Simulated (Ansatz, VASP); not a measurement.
# Na2NbO4: VASP beside Ansatz

```
O Nb Na
1.0
     0.00000    4.58493    4.58493
     4.58493    0.00000    4.58493
     4.58493    4.58493    0.00000
O Nb Na
8 2 4
Direct
  0.25849 0.25849 0.25849
  0.27546 0.74151 0.74151
  0.25849 0.25849 0.72454
  0.74151 0.27546 0.74151
  0.72454 0.25849 0.25849
  0.74151 0.74151 0.74151
  0.25849 0.72454 0.25849
  0.74151 0.74151 0.27546
  0.37500 0.37500 0.37500
  0.62500 0.62500 0.62500
  0.00000 0.00000 0.00000
  0.50000 0.00000 0.00000
  0.00000 0.00000 0.50000
  0.00000 0.50000 0.00000
```

Alike in both runs: functional r2SCAN; k mesh 5 × 5 × 5; occupations methfessel-paxton of order 1, width 0.0192 eV; no spin polarisation.

Ansatz relaxed the structure, and its values are those at the end. VASP's run is a single point on that final structure, the one shown.

|  | VASP | Ansatz |
| --- | --- | --- |
| version | VASP 6.6.1 | Ansatz 0.2.0 |
| potentials or method | VASP PAW PBE potentials, release 64 (O, Nb_sv, Na_pv), cutoff 520 eV | PAW plane waves |
| valence electrons in the cell | 102 | 110 |

```csv
,VASP,Ansatz,Ansatz less VASP
pressure (GPa),-1.0,-0.7,+0.27
rms of the force components (eV/Å),0.034,0.007,-0.0274
```

VASP's potentials were made for PBE, not for r2SCAN. VASP's potentials hold 102 valence electrons a cell and Ansatz's 110, so a difference there can come from the potentials and not from the codes. Ansatz's warnings: stress scf threshold loose.
